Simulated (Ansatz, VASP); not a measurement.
**Two plane-wave programs on GaP**

The input INCAR:

```
SYSTEM = GaP
  PREC = Accurate
  ENCUT = 520
  EDIFF = 1E-6
  ISMEAR = 1
  SIGMA = 0.4
  LREAL = .FALSE.
  LASPH = .TRUE.
  NELM = 100
  ALGO = Normal
  ISIF = 2
  LWAVE = .FALSE.
  LCHARG = .FALSE.
  GGA = PE
  NBANDS = 16
```

KPOINTS

```
regular mesh
0
G
  10 10 10
  0 0 0
```

The input POSCAR:

```
GaP
1.0
    0.0000000000      2.6400295416      2.9040324957
    2.6400295416      0.0000000000      2.9040324957
    2.6400295416      2.6400295416      0.0000000000
Ga P
1 1
Direct
    0.0000000000      0.0000000000      0.0000000000
    0.7500000000      0.7500000000      0.7500000000
```

Input for Ansatz:

```yaml
crystal:
  lattice:
    - [0.0, 2.6400295416, 2.9040324957]
    - [2.6400295416, 0.0, 2.9040324957]
    - [2.6400295416, 2.6400295416, 0.0]
  atoms:
    - { symbol: Ga, position: [0.0, 0.0, 0.0] }
    - { symbol: P, position: [0.75, 0.75, 0.75] }
basis:
  ecutwfc: 420
kpoints:
  mp_grid: { grid: [10, 10, 10] }
hamiltonian:
  xc: pbe
scf:
  occupations: { method: methfessel_paxton, width: 0.4 }
output:
  forces: true
  stress: true
  eigenvalues: true
```

Alike in both runs: task single point; functional PBE; k mesh 10 × 10 × 10; occupations methfessel-paxton of order 1, width 0.4 eV; no spin polarisation.

```csv
,VASP,Ansatz
version,VASP 6.6.1,Ansatz 0.2.0
potentials or method,"VASP PAW PBE potentials, release 64 (Ga_d, P), cutoff 520 eV","scalar-relativistic, plane waves, PAW"
valence electrons in the cell,18,18
```

|  | VASP | Ansatz | Ansatz less VASP |
| --- | --- | --- | --- |
| gap on the k mesh at the Fermi level (eV) | 1.14 | 1.14 | 0.000 |
| least direct gap on the mesh (eV) | 1.53 | 1.53 | +0.001 |
| pressure (GPa) | 2.3 | 2.3 | +0.09 |
| traceless stress, the component that is largest in VASP (GPa) | -5.48 | -5.49 | -0.017 |

With one functional, cell and mesh, what is left measures potentials, basis and numerics.
